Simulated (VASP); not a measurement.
# NaF (Pm-3m) in VASP: further runs

The runs below take NaF through relaxation of cell and atoms, single point, with LDA, HSE06, r2SCAN0, HF, r2SCAN.

Program: VASP 6.6.1. These are calculated values, not measurements. Logs are shortened: lines on timing, memory, paths and dates and some standing lists are left out, and cuts for length are marked.

### Step 1. The cell of the first run

The structure is cubic, space group Pm-3m (No. 221). The conventional cell has a = 2.865 Å, b = 2.865 Å, c = 2.865 Å, α = 90.00°, β = 90.00°, γ = 90.00°. Na (site symmetry m-3m) has 8 F at 2.48 Å and 6 Na at 2.86 Å within 3.3 Å. Within 3.3 Å of F (site symmetry m-3m) lie 8 Na at 2.48 Å and 6 F at 2.86 Å.

### Step 2. Relaxation of cell and atoms, LDA

INCAR reads:

```
SYSTEM = NaF
PREC = Accurate
ENCUT = 600
EDIFF = 1E-6
ISMEAR = -1
SIGMA = 0.02
LREAL = .False.
LASPH = .True.
NELM = 80
ALGO = Normal
ISIF = 3
LWAVE = .False.
LCHARG = .False.
IBRION = 2
NSW = 80
EDIFFG = -0.005
```

KPOINTS reads:

```
Automatic mesh
0
Gamma
  8 8 8
  0 0 0
```

POSCAR reads:

```
NaF
1.0
    2.8648044011      0.0000000000      0.0000000000
    0.0000000000      2.8648044011      0.0000000000
    0.0000000000      0.0000000000      2.8648044011
Na F
1 1
Direct
    0.0000000000      0.0000000000      0.0000000000
    0.5000000000      0.5000000000      0.5000000000
```

Potentials or basis: VASP PAW LDA potentials, release 64 (Na_pv, F).

On the command line:

```console
> cat potpaw_LDA.64/Na_pv/POTCAR potpaw_LDA.64/F/POTCAR > POTCAR
> mpirun -np 1 vasp_std > vasp.out
```

OUTCAR:

```text
SYSTEM = NaF
   PREC = Accurate
   ENCUT = 600
   EDIFF = 1E-6
   ISMEAR = -1
   LREAL = .False.
   LASPH = .True.
   NELM = 80
   ISIF = 3
   IBRION = 2
   NSW = 80
   EDIFFG = -0.005

 ion  position               nearest neighbor table
   1  0.000  0.000  0.000-
   2  0.500  0.500  0.500-

  LATTYP: Found a simple cubic cell.
 ALAT       =     2.8648044011

  Lattice vectors:

 A1 = (   2.8648044011,   0.0000000000,   0.0000000000)
 A2 = (   0.0000000000,   2.8648044011,   0.0000000000)
 A3 = (   0.0000000000,   0.0000000000,   2.8648044011)

Analysis of symmetry for initial positions (statically):
=====================================================================
 Subroutine PRICEL returns:
 Original cell was already a primitive cell.

 Routine SETGRP: Setting up the symmetry group for a
 simple cubic supercell.

 Subroutine GETGRP returns: Found 48 space group operations
 (whereof 48 operations were pure point group operations)
 out of a pool of 48 trial point group operations.

The static configuration has the point symmetry O_h .

Analysis of symmetry for dynamics (positions and initial velocities):
=====================================================================
 Subroutine PRICEL returns:
 Original cell was already a primitive cell.

 Routine SETGRP: Setting up the symmetry group for a
 simple cubic supercell.

 Subroutine GETGRP returns: Found 48 space group operations
 (whereof 48 operations were pure point group operations)
 out of a pool of 48 trial point group operations.

The dynamic configuration has the point symmetry O_h .

 Subroutine INISYM returns: Found 48 space group operations
 (whereof 48 operations are pure point group operations),
 and found     1 'primitive' translations

----------------------------------------------------------------------------------------

                                     Primitive cell

  volume of cell :      23.5117

  direct lattice vectors                    reciprocal lattice vectors
     2.864804401  0.000000000  0.000000000     0.349063971  0.000000000  0.000000000
     0.000000000  2.864804401  0.000000000     0.000000000  0.349063971  0.000000000
     0.000000000  0.000000000  2.864804401     0.000000000  0.000000000  0.349063971

  length of vectors
[... 107 lines left out ...]
   GGA     = CA    functional components
   LHFCALC =     F    Hartree Fock is set to
   AEXX    =    0.0000 exact exchange contribution
   IVDW    =     0    specifies the selected vdW correction
   LEPSILON=     F    determine dielectric tensor
   LRPA    =     F    only Hartree local field effects (RPA)
 conjugate gradient relaxation of ions
 non-spin polarized calculation
  energy-cutoff  :      600.00
  volume of cell :       23.51
 maximum number of plane-waves:       804
 NGX is ok and might be reduce to    24
   NGX = 11   NGY = 11   NGZ = 11

--------------------------------------- Ionic step        1  -------------------------------------------

 number of electron      13.9999999 magnetization

 Free energy of the ion-electron system (eV)
  ---------------------------------------------------
  ext. energy  EPLUGINS =         0.00000000
  ---------------------------------------------------
  free energy    TOTEN  =        -9.00273826 eV

  energy without entropy =       -9.00273826  energy(sigma->0) =       -9.00273826

------------------------ aborting loop because EDIFF is reached ----------------------------------------

  FORCE on cell =-STRESS in cart. coord.  units (eV):
  Direction    XX          YY          ZZ          XY          YZ          ZX
  --------------------------------------------------------------------------------------
  -------------------------------------------------------------------------------------
  Total       -1.0185449     -1.0185449     -1.0185449      0.0000000      0.0000000     -0.0000000
  in kB      -69.4074103    -69.4074103    -69.4074103      0.0000000      0.0000000     -0.0000000
  external PRESSURE =     -69.4074103 kB  Pullay stress =       0.0000000 kB
[... 89 lines left out ...]
  FREE ENERGIE OF THE ION-ELECTRON SYSTEM (eV)
  ---------------------------------------------------
  free  energy   TOTEN  =        -9.0790296258 eV

  energy  without entropy=       -9.0790296258  energy(sigma->0) =       -9.07902963

[... ionic steps 4 to 12 ...]

--------------------------------------- Ionic step       13  -------------------------------------------

 number of electron      13.9999997 magnetization

------------------------ aborting loop because EDIFF is reached ----------------------------------------
[... 67 lines left out ...]
--------------------------------------- Ionic step       15  -------------------------------------------

 number of electron      13.9999997 magnetization

 Free energy of the ion-electron system (eV)
  ---------------------------------------------------
  ext. energy  EPLUGINS =         0.00000000
  ---------------------------------------------------
  free energy    TOTEN  =        -9.07928627 eV

  energy without entropy =       -9.07928627  energy(sigma->0) =       -9.07928627

 E-fermi :  -0.1895     XC(G=0): -11.0669

 val. band max:       -0.6548093498   @ k =   0.5000   0.5000   0.0000
 cond. band min:       5.5571685052   @ k =   0.0000   0.0000   0.0000
 fundamental gap:      6.2119778550
 Fermi energy:        -0.1895425161

 k-point     1 :       0.0000    0.0000    0.0000
  band No.  band energies     occupation
      1     -20.3646      2.00000
      2     -20.3646      2.00000
      3     -20.3646      2.00000
      4     -20.3506      2.00000
      5      -1.0298      2.00000
      6      -1.0298      2.00000
      7      -1.0298      2.00000
      8       5.5572      0.00000
      9      14.9102      0.00000
     10      14.9102      0.00000
     11      23.9271      0.00000
[... 309 lines left out ...]
 k-point    24 :       0.5000    0.3750    0.1250
  band No.  band energies     occupation
      1     -20.7769      2.00000
      2     -20.6144      2.00000
      3     -20.3444      2.00000
      4     -19.5576      2.00000
      5      -2.8525      2.00000
      6      -2.4868      2.00000
      7      -1.0009      2.00000
      8      11.6506      0.00000
      9      13.5676      0.00000
     10      15.0650      0.00000
     11      17.0736      0.00000

 [... further k-points ...]
[... 5 lines left out ...]
  --------------------------------------------------------------------------------------
  -------------------------------------------------------------------------------------
  Total       -0.0051394     -0.0051394     -0.0051394      0.0000000     -0.0000000      0.0000000
  in kB       -0.4026746     -0.4026746     -0.4026746      0.0000000     -0.0000000      0.0000000
  external PRESSURE =      -0.4026746 kB  Pullay stress =       0.0000000 kB
[... 17 lines left out ...]
  FREE ENERGIE OF THE ION-ELECTRON SYSTEM (eV)
  ---------------------------------------------------
  free  energy   TOTEN  =        -9.0792862696 eV

  energy  without entropy=       -9.0792862696  energy(sigma->0) =       -9.07928627

 reached required accuracy - stopping structural energy minimisation
```

OSZICAR:

```text
N       E                     dE             d eps       ncg     rms          rms(c)
DAV:   1     0.117793149921E+03    0.11779E+03   -0.87843E+03   773   0.169E+03
DAV:   2    -0.326269757775E+01   -0.12106E+03   -0.11106E+03   847   0.380E+02
DAV:   3    -0.978520893409E+01   -0.65225E+01   -0.65014E+01   875   0.905E+01
[... 89 lines left out ...]
DAV:   1    -0.907933209899E+01   -0.50888E-04   -0.82778E-04   869   0.490E-01    0.526E-02
DAV:   2    -0.907929103583E+01    0.41063E-04   -0.15578E-04   872   0.136E-01    0.139E-02
DAV:   3    -0.907928777729E+01    0.32585E-05   -0.43009E-06   777   0.539E-02    0.747E-03
DAV:   4    -0.907928631648E+01    0.14608E-05   -0.70220E-07   385   0.309E-02    0.846E-04
DAV:   5    -0.907928626965E+01    0.46839E-07   -0.13818E-07   385   0.790E-03
  15 F= -.90792863E+01 E0= -.90792863E+01  d E =-.154274E-04
```

Wall time 50 s (1 thread of Intel Xeon 8259CL, shared host); peak memory 0.13 GiB.

What came out:

| Item | Value |
| --- | --- |
| Free energy | -9.0793 eV |
| Relaxed volume | 10.22 Å³/atom |
| Relaxed cell | a = 2.735 Å, b = 2.735 Å, c = 2.735 Å, α = 90.00°, β = 90.00°, γ = 90.00° |
| Space group after relaxing (to 0.05 Å) | Pm-3m (No. 221) |
| Energy gained by relaxing | 38.3 meV/atom |
| Ionic steps | 15 |
| Pressure after relaxing | 0.0 GPa |
| Band gap on the k mesh | 6.21 eV, indirect (least direct gap 6.59 eV) |

The path:
```tsv
step	energy change (eV)	largest force (eV/Å)	pressure (GPa)	volume (Å³)
1	0.0000	0.0000	-6.94	23.51
2	-0.0585	0.0000	-3.89	21.82
3	-0.0763	0.0000	-0.51	20.59
4	-0.0765	0.0000	0.08	20.42
5	-0.0765	0.0000	-0.20	20.48
6	-0.0765	0.0000	-0.18	20.48
7	-0.0765	0.0000	-0.15	20.47
8	-0.0765	0.0000	-0.14	20.47
9	-0.0765	0.0000	-0.14	20.47
10	-0.0765	0.0000	-0.15	20.47
11	-0.0765	0.0000	-0.15	20.47
12	-0.0765	0.0000	-0.15	20.47
13	-0.0765	0.0000	-0.12	20.47
14	-0.0765	0.0000	-0.11	20.46
15	-0.0765	0.0000	-0.04	20.45
```

Final structure:
```cif
data_structure
_symmetry_space_group_name_H-M 'P 1'
_symmetry_Int_Tables_number 1
_cell_length_a 2.7346
_cell_length_b 2.7346
_cell_length_c 2.7346
_cell_angle_alpha 90.000
_cell_angle_beta 90.000
_cell_angle_gamma 90.000
_cell_volume 20.45
loop_
_atom_site_label
_atom_site_type_symbol
_atom_site_fract_x
_atom_site_fract_y
_atom_site_fract_z
_atom_site_occupancy
Na1 Na 0.00000 0.00000 0.00000 1
F1 F 0.50000 0.50000 0.50000 1
```

Levels at points of the mesh, in eV from the valence-band top:
```tsv
k point	band 4	band 5	band 6	band 7	band 8	band 9	band 10	band 11
(0.00, 0.00, 0.00)	-19.70	-0.38	-0.38	-0.38	6.21	15.56	15.56	24.58
(0.50, 0.00, 0.00)	-18.60	-3.00	-0.24	-0.24	11.01	12.15	19.92	21.28
(0.50, 0.50, 0.00)	-19.02	-2.10	-2.10	0.00	11.94	15.54	15.54	15.77
(0.50, 0.50, 0.50)	-18.72	-1.88	-1.88	-1.88	14.42	14.42	14.42	19.72
```

### Step 3. Single point, HSE06

This run uses another cell than the first one, of 11.24 Å³/atom, 0.956 times its volume.

POSCAR reads:

```
NaF
1.0
    2.8222983623      0.0000000000      0.0000000000
    0.0000000000      2.8222983623      0.0000000000
    0.0000000000      0.0000000000      2.8222983623
Na F
1 1
Direct
    0.0000000000      0.0000000000      0.0000000000
    0.5000000000      0.5000000000      0.5000000000
```

INCAR.step1 reads:

```
SYSTEM = NaF
PREC = Accurate
ENCUT = 520
EDIFF = 1E-5
ISMEAR = -1
SIGMA = 0.02
LREAL = .False.
LASPH = .True.
NELM = 60
ALGO = Normal
ISIF = 2
LWAVE = .True.
GGA = PE
NBANDS = 14
```

INCAR.step2 reads:

```
SYSTEM = NaF
PREC = Accurate
ENCUT = 520
EDIFF = 1E-6
ISMEAR = -1
SIGMA = 0.02
LREAL = .False.
LASPH = .True.
NELM = 60
ALGO = Normal
ISIF = 2
LWAVE = .False.
LCHARG = .True.
GGA = PE
LHFCALC = .True.
HFSCREEN = 0.2079
PRECFOCK = Normal
LELF = .True.
LVHAR = .True.
ISTART = 1
NBANDS = 14
```

KPOINTS reads:

```
regular mesh
0
Gamma
  6 6 6
  0 0 0
```

Potentials or basis: VASP PAW PBE potentials, release 64 (Na_pv, F).

On the command line:

```console
> cat potpaw_PBE.64/Na_pv/POTCAR potpaw_PBE.64/F/POTCAR > POTCAR
> cp INCAR.step1 INCAR
> mpirun -np 1 vasp_std > vasp.out
> cp INCAR.step2 INCAR
> mpirun -np 1 vasp_std > vasp.out
```

Wall time 13 min (1 thread of Oxide Virtual Turin-like, shared host); peak memory 0.2 GiB.

Results (log left out):

```yaml
Free_energy: -9.9939 eV
Pressure: 0.1 GPa
Band_gap_on_the_k_mesh: 8.08 eV, indirect (least direct gap 8.42 eV)
```

Levels at points of the mesh, in eV from the valence-band top:
| k point | band 4 | band 5 | band 6 | band 7 | band 8 | band 9 | band 10 | band 11 |
| --- | --- | --- | --- | --- | --- | --- | --- | --- |
| (0.00, 0.00, 0.00) | -21.40 | -0.34 | -0.34 | -0.34 | 8.08 | 17.93 | 17.93 | 26.25 |
| (0.50, 0.00, 0.00) | -20.59 | -2.64 | -0.21 | -0.21 | 12.92 | 13.98 | 22.12 | 23.34 |
| (0.50, 0.50, 0.00) | -20.88 | -1.91 | -1.91 | 0.00 | 14.04 | 17.47 | 17.47 | 17.83 |
| (0.50, 0.50, 0.50) | -20.65 | -1.67 | -1.67 | -1.67 | 16.49 | 16.49 | 16.49 | 21.80 |

Caveat: the PAW data sets were made with another functional, which shifts forces and pressure a little.

### Step 4. Single point, r2SCAN0

This run uses another cell than the first one, of 10.90 Å³/atom, 0.927 times its volume.

POSCAR reads:

```
NaF
1.0
    2.7934851918      0.0000000000      0.0000000000
    0.0000000000      2.7934851918      0.0000000000
    0.0000000000      0.0000000000      2.7934851918
Na F
1 1
Direct
    0.0000000000      0.0000000000      0.0000000000
    0.5000000000      0.5000000000      0.5000000000
```

INCAR.step1 reads:

```
ALGO = Normal ; EDIFF = 1E-5
ENCUT = 520 ; GGA = PE
ISIF = 2 ; ISMEAR = 0
LASPH = True ; LCHARG = False
LREAL = False ; LWAVE = True
NBANDS = 14 ; NELM = 60
PREC = Accurate ; SIGMA = 0.01
```

INCAR.step2 reads:

```
AEXX = 0.25 ; ALGO = Normal
EDIFF = 1E-6 ; ENCUT = 520
ISIF = 2 ; ISMEAR = 0
ISTART = 1 ; LASPH = True
LCHARG = False ; LHFCALC = True
LMIXTAU = True ; LREAL = False
LWAVE = False ; METAGGA = R2SCAN
NBANDS = 14 ; NELM = 60
PREC = Accurate ; PRECFOCK = Normal
SIGMA = 0.01
```

KPOINTS reads:

```
k-points
0
Gamma
  6 6 6
```

On the command line:

```console
> cat potpaw_PBE.64/Na_pv/POTCAR potpaw_PBE.64/F/POTCAR > POTCAR
> cp INCAR.step1 INCAR
> mpirun -np 1 vasp_std > vasp.out
> cp INCAR.step2 INCAR
> mpirun -np 1 vasp_std > vasp.out
```

Run time: 9.8 min. Hardware: 1 thread of Oxide Virtual Turin-like, shared host; peak memory 0.11 GiB.

It converged, with:

- Free energy: -13.6104 eV
- Pressure: -1.7 GPa
- Band gap on the k mesh: 9.73 eV, indirect (least direct gap 10.08 eV)

Levels at points of the mesh, in eV from the valence-band top:
| k point | band 5 | band 6 | band 7 | band 8 | band 9 | band 10 |
| --- | --- | --- | --- | --- | --- | --- |
| (0.00, 0.00, 0.00) | -0.35 | -0.35 | -0.35 | 9.73 | 19.31 | 19.31 |
| (0.50, 0.00, 0.00) | -2.74 | -0.22 | -0.22 | 14.62 | 15.81 | 23.46 |
| (0.50, 0.50, 0.00) | -2.00 | -2.00 | 0.00 | 15.71 | 19.37 | 19.37 |
| (0.50, 0.50, 0.50) | -1.78 | -1.78 | -1.78 | 18.22 | 18.22 | 18.22 |

Caveat: the PAW data sets were made with another functional, which shifts forces and pressure a little.

[end of part 1 of 3]
